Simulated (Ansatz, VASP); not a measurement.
# MgS in VASP and in Ansatz

```xyz
4
Lattice="4.1138 0.0000 0.0000 -2.0569 3.5626 0.0000 0.0000 0.0000 6.5584" Properties=species:S:1:pos:R:3 pbc="T T T"
S     2.0569    1.1875    5.7665
S     0.0000    2.3751    2.4873
Mg    0.0000    2.3751    6.5306
Mg    2.0569    1.1875    3.2514
```

Change from the starting cell: volume scaled by 1.06.

Alike in both runs: task single point; functional LDA; k mesh 8 × 8 × 4; occupations fermi-dirac, width 0.05 eV; no spin polarisation.

|  | VASP | Ansatz |
| --- | --- | --- |
| version | VASP 6.6.1 | Ansatz 0.2.0 |
| potentials or method | VASP PAW LDA potentials, release 64 (S, Mg), cutoff 520 eV | all-electron LAPW, scalar-relativistic |

VASP gave:

- gap on the k mesh at the Fermi level (eV): 2.88
- least direct gap on the mesh (eV): 2.88
- pressure (GPa): -5.1
- rms of the force components (eV/Å): 0.033

Question: Estimate Ansatz's values.

Answer: gap on the k mesh at the Fermi level (eV): 2.87; least direct gap on the mesh (eV): 2.87; pressure (GPa): -4.8; rms of the force components (eV/Å): 0.033.

LDA's correlation is that of Perdew and Zunger in VASP and of Perdew and Wang (1992) in Ansatz. Atom by atom the forces differ by 0.000 eV/Å (rms over components). Ansatz ran all-electron here, and VASP with PAW potentials.
